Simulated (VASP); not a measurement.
NdMo, 2 atoms in the cell. The structure is trigonal, space group P3m1 (No. 156). Conventional cell: a = 3.857 Å, b = 3.857 Å, c = 4.421 Å, α = 90.00°, β = 90.00°, γ = 120.00°. Within 3.9 Å of Nd (site symmetry 3m) lie 6 Mo at 2.87 to 3.44 Å and 6 Nd at 3.86 Å. Within 3.9 Å of Mo (site symmetry 3m) lie 6 Nd at 2.87 to 3.44 Å and 6 Mo at 3.86 Å. The cell was generated, and may not be a known phase.

| Quantity | Value |
| --- | --- |
| Program | VASP 6.6.1 |
| Task | relaxation of cell and atoms |
| Functional | PBE |
| Potentials or basis | VASP PAW PBE potentials, release 64 (Nd_3, Mo_sv), 4f in core |
| Cutoff | 500 eV |
| k mesh | 6 × 6 × 5 |
| Occupations | gaussian, width 0.2 eV |
| Spin | no spin polarisation |
| Dipole correction | no |
| Further INCAR settings | ALGO = Normal; EDIFF = 1e-07; IBRION = 2; EDIFFG = -0.08; NSW = 36; ISIF = 3 |

Potentials or basis: VASP PAW PBE potentials, release 64 (Nd_3, Mo_sv), 4f in core.

Launch:

```sh
$ cat potpaw_PBE.64/Nd_3/POTCAR potpaw_PBE.64/Mo_sv/POTCAR > POTCAR
$ mpirun -np 1 vasp_std > vasp.out
```

Hardware: 1 thread of AMD EPYC 9R45 96-Core Processor (Zen 5), with other jobs on the host.

Q: Estimate the wall time of this run.

A: Wall time 2.7 min on 1 thread of AMD EPYC 9R45 96-Core Processor (Zen 5), on a shared host, peak memory 0.16 GiB. Counts: scf iterations 201, k points 27, ion steps 19.
